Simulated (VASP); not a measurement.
# BN (P6_3/mmc) in VASP: a series of runs, part 2 of 3

VASP 6.6.1.

## 3. Single point, PBEsol

This run uses another cell than the first one, of 8.97 Å³/atom, 1.034 times its volume.

INCAR

```
PREC = Accurate
ENCUT = 520
EDIFF = 1E-6
ISMEAR = 0
SIGMA = 0.05
LREAL = F
LASPH = T
NELM = 80
ALGO = Normal
ISIF = 2
LWAVE = F
LCHARG = T
GGA = PS
LELF = T
LVHAR = T
NBANDS = 16
```

KPOINTS

```
Automatic mesh
0
Gamma
  12 12 4
```

POSCAR

```
BN
1.0
    2.4982400000      0.0000000000      0.0000000000
   -1.2491200000      2.1635390000      0.0000000000
    0.0000000000      0.0000000000      6.6357000000
B N
2 2
Direct
    0.3333333333      0.6666666667      0.2500000000
    0.6666666667      0.3333333333      0.7500000000
    0.3333333333      0.6666666667      0.7500000000
    0.6666666667      0.3333333333      0.2500000000
```

Potentials or basis: VASP PAW PBE potentials, release 64 (B, N).

On the command line:

```bash
cat potpaw_PBE.64/B/POTCAR potpaw_PBE.64/N/POTCAR > POTCAR
mpirun -np 1 vasp_std > vasp.out
```

Wall time 43 s (1 thread of Intel Xeon Platinum 8375C at 2.90GHz (Ice Lake), shared host); peak memory 0.16 GiB.

It converged, with:

| Item | Value |
| --- | --- |
| Free energy | -36.5629 eV |
| Pressure | 2.5 GPa |
| Band gap on the k mesh | 4.18 eV, indirect (least direct gap 4.60 eV) |

Stress tensor (GPa, compression positive):
```
3.29 0.00 0.00
0.00 3.29 0.00
0.00 0.00 0.80
```

Levels at points of the mesh, in eV from the valence-band top:
```tsv
k point	band 6	band 7	band 8	band 9	band 10	band 11
(0.00, 0.00, 0.00)	-1.30	-1.26	-1.26	5.06	10.21	11.56
(0.50, 0.00, 0.00)	-4.08	-1.47	-0.44	4.18	5.61	9.51
(0.00, 0.00, 0.50)	-1.28	-1.28	-1.28	7.48	7.48	11.63
(0.50, 0.00, 0.50)	-4.11	-0.93	-0.93	4.66	4.66	9.93
```

Caveat: the PAW data sets were made with another functional, which shifts forces and pressure a little; this functional lacks dispersion, which binds the layers, so the pressure and a relaxed spacing across them are unreliable. A k mesh can miss the band edges.

## 4. Single point, PBEsol

This run uses another cell than the first one, of 9.27 Å³/atom, 1.069 times its volume.

INCAR

```
SYSTEM = BN
PREC     = Accurate       ! precision mode
ENCUT    = 520            ! plane-wave cutoff, eV
EDIFF    = 1E-6           ! SCF threshold, eV
ISMEAR   = 0              ! smearing method
SIGMA    = 0.05           ! smearing width, eV
LREAL    = .False.        ! projectors in reciprocal space
LASPH    = .True.         ! aspherical terms in the spheres
NELM     = 80             ! most SCF steps
ALGO     = Normal         ! electronic algorithm
ISIF     = 2              ! what is computed and relaxed
LWAVE    = .False.        ! write WAVECAR
LCHARG   = .False.        ! write CHGCAR
GGA      = PS             ! functional
NBANDS   = 16             ! bands
```

KPOINTS

```
Automatic mesh
0
Gamma
  12 12 4
  0 0 0
```

Changes to POSCAR since step 3:

```diff
@@ -2,4 +2,4 @@
 1.0
-    2.4982400000      0.0000000000      0.0000000000
-   -1.2491200000      2.1635390000      0.0000000000
+    2.5398773333      0.0000000000      0.0000000000
+   -1.2699386667      2.1995979833      0.0000000000
     0.0000000000      0.0000000000      6.6357000000
```

Potentials or basis: VASP PAW PBE potentials, release 64 (B, N).

On the command line:

```bash
cat potpaw_PBE.64/B/POTCAR potpaw_PBE.64/N/POTCAR > POTCAR
mpirun -np 1 vasp_std > vasp.out
```

OUTCAR:

```text
SYSTEM = BN
   PREC = Accurate
   ENCUT = 520
   EDIFF = 1E-6
   ISMEAR = 0
   LREAL = .False.
   LASPH = .True.
   NELM = 80
   ISIF = 2
   GGA = PS

 ion  position               nearest neighbor table
   1  0.333  0.667  0.250-   4 1.47   4 1.47   4 1.47
   2  0.667  0.333  0.750-   3 1.47   3 1.47   3 1.47
   3  0.333  0.667  0.750-   2 1.47   2 1.47   2 1.47
   4  0.667  0.333  0.250-   1 1.47   1 1.47   1 1.47

  LATTYP: Found a hexagonal cell.
 ALAT       =     2.5398773333
 C/A-ratio  =     2.6126064881

  Lattice vectors:

 A1 = (   2.5398773333,   0.0000000000,   0.0000000000)
 A2 = (  -1.2699386667,   2.1995979833,   0.0000000000)
 A3 = (   0.0000000000,   0.0000000000,   6.6357000000)

Analysis of symmetry for initial positions (statically):
=====================================================================
 Subroutine PRICEL returns:
 Original cell was already a primitive cell.

 Routine SETGRP: Setting up the symmetry group for a
 hexagonal supercell.

 Subroutine GETGRP returns: Found 24 space group operations
 (whereof 12 operations were pure point group operations)
 out of a pool of 24 trial point group operations.

[... 166 lines left out ...]

  energy without entropy =      -36.52277573  energy(sigma->0) =      -36.52277573

 E-fermi :   2.3348     XC(G=0): -10.2204

 val. band max:        2.0247477451   @ k =   0.3333   0.2500   0.0000
 cond. band min:       6.1158917994   @ k =   0.5000   0.0000   0.0000
 fundamental gap:      4.0911440543
 Fermi energy:         2.3347649763

 k-point     1 :       0.0000    0.0000    0.0000
  band No.  band energies     occupation
      1     -15.4963      2.00000
      2     -15.1864      2.00000
      3      -4.0746      2.00000
      4      -1.8569      2.00000
      5       0.6609      2.00000
      6       0.6609      2.00000
[... 433 lines left out ...]
      3      -4.7801      2.00000
      4      -4.7170      2.00000
      5      -1.5104      2.00000
      6      -1.4626      2.00000
[... 8 lines left out ...]
     15      18.2473      0.00000
     16      19.9084      0.00000

 [... further k-points ...]
[... 5 lines left out ...]
  --------------------------------------------------------------------------------------
  -------------------------------------------------------------------------------------
  Total       -3.1834689     -3.1834680      0.1644362      0.0000000      0.0000000      0.0000000
  in kB     -137.5841468   -137.5841080      7.1066562      0.0000000      0.0000000      0.0000000
  external PRESSURE =     -89.3538662 kB  Pullay stress =       0.0000000 kB

 VOLUME and BASIS-vectors are now :
 -----------------------------------------------------------------------------
  energy-cutoff  :      520.00
  volume of cell :       37.07
      direct lattice vectors                 reciprocal lattice vectors
     2.539877333  0.000000000  0.000000000     0.393719802  0.227314266  0.000000000
    -1.269938667  2.199597983  0.000000000     0.000000000  0.454628531  0.000000000
     0.000000000  0.000000000  6.635700000     0.000000000  0.000000000  0.150700002

 POSITION                                       TOTAL-FORCE (eV/Angst)
 -----------------------------------------------------------------------------------
     -0.00000      1.46640      1.65892         0.000000     -0.000000      0.000000
      1.26994      0.73320      4.97677        -0.000000      0.000000      0.000000
     -0.00000      1.46640      4.97677         0.000000     -0.000000      0.000000
      1.26994      0.73320      1.65892        -0.000000      0.000000      0.000000
 -----------------------------------------------------------------------------------
    total drift:                                0.000000     -0.000000      0.000000

  FREE ENERGIE OF THE ION-ELECTRON SYSTEM (eV)
  ---------------------------------------------------
  free  energy   TOTEN  =       -36.5227757279 eV

  energy  without entropy=      -36.5227757279  energy(sigma->0) =      -36.52277573
```

It took 42 s on 1 thread of Intel Xeon Platinum 8375C at 2.90GHz (Ice Lake), shared host; peak memory 0.16 GiB.

Results:

```yaml
Free_energy: -36.5228 eV
Pressure: -8.9 GPa
Band_gap_on_the_k_mesh: 4.09 eV, indirect (least direct gap 4.47 eV)
```

Levels at points of the mesh, in eV from the valence-band top:
```
           k point  band 6  band 7  band 8  band 9  band 10  band 11
(0.00, 0.00, 0.00)   -1.36   -1.32   -1.32    5.04    10.02    11.14
(0.50, 0.00, 0.00)   -4.01   -1.45   -0.39    4.09     5.50     9.06
(0.00, 0.00, 0.50)   -1.34   -1.34   -1.34    7.40     7.40    11.21
(0.50, 0.00, 0.50)   -4.05   -0.90   -0.90    4.55     4.55     9.41
```

Caveat: the PAW data sets were made with another functional, which shifts forces and pressure a little; this functional lacks dispersion, which binds the layers, so the pressure and a relaxed spacing across them are unreliable. A k mesh can miss the band edges.

## 5. Single point, PBEsol

This run uses another cell than the first one, of 9.57 Å³/atom, 1.104 times its volume.

INCAR

```
ALGO = Normal
EDIFF = 1E-6
ENCUT = 520
GGA = PS
ISIF = 2
ISMEAR = 0
LASPH = T
LCHARG = T
LELF = T
LREAL = F
LVHAR = T
LWAVE = F
NBANDS = 16
NELM = 80
PREC = Accurate
SIGMA = 0.05
```

KPOINTS

```
k-points
0
Gamma
  12 12 4
```

Changes to POSCAR since step 4:

```diff
@@ -2,4 +2,4 @@
 1.0
-    2.5398773333      0.0000000000      0.0000000000
-   -1.2699386667      2.1995979833      0.0000000000
+    2.5815146667      0.0000000000      0.0000000000
+   -1.2907573333      2.2356569667      0.0000000000
     0.0000000000      0.0000000000      6.6357000000
```

On the command line:

```bash
cat potpaw_PBE.64/B/POTCAR potpaw_PBE.64/N/POTCAR > POTCAR
mpirun -np 1 vasp_std > vasp.out
```

It took 35 s on 1 thread of Intel Xeon Platinum 8375C at 2.90GHz (Ice Lake), shared host; peak memory 0.16 GiB.

It converged, with:

```
Free energy            : -36.3617 eV
Pressure               : -18.6 GPa
Band gap on the k mesh : 4.00 eV, indirect (least direct gap 4.35 eV)
```

Stress tensor (GPa, compression positive):
```
-28.22   0.00   0.00
  0.00 -28.22   0.00
  0.00   0.00   0.60
```

Levels at points of the mesh, in eV from the valence-band top:
```tsv
k point	band 4	band 5	band 6	band 7	band 8	band 9	band 10	band 11	band 12	band 13
(0.00, 0.00, 0.00)	-3.64	-1.43	-1.43	-1.38	-1.38	5.00	9.81	10.69	10.73	10.73
(0.50, 0.00, 0.00)	-8.51	-4.02	-3.95	-1.43	-0.36	4.00	5.38	8.61	8.90	12.11
(0.00, 0.00, 0.50)	-4.90	-1.41	-1.41	-1.41	-1.41	7.27	7.27	10.80	10.80	10.80
(0.50, 0.00, 0.50)	-8.56	-3.99	-3.99	-0.87	-0.87	4.44	4.44	8.91	8.91	12.88
```

Caveat: the PAW data sets were made with another functional, which shifts forces and pressure a little; this functional lacks dispersion, which binds the layers, so the pressure and a relaxed spacing across them are unreliable. A k mesh can miss the band edges.

[end of part 2 of 3]
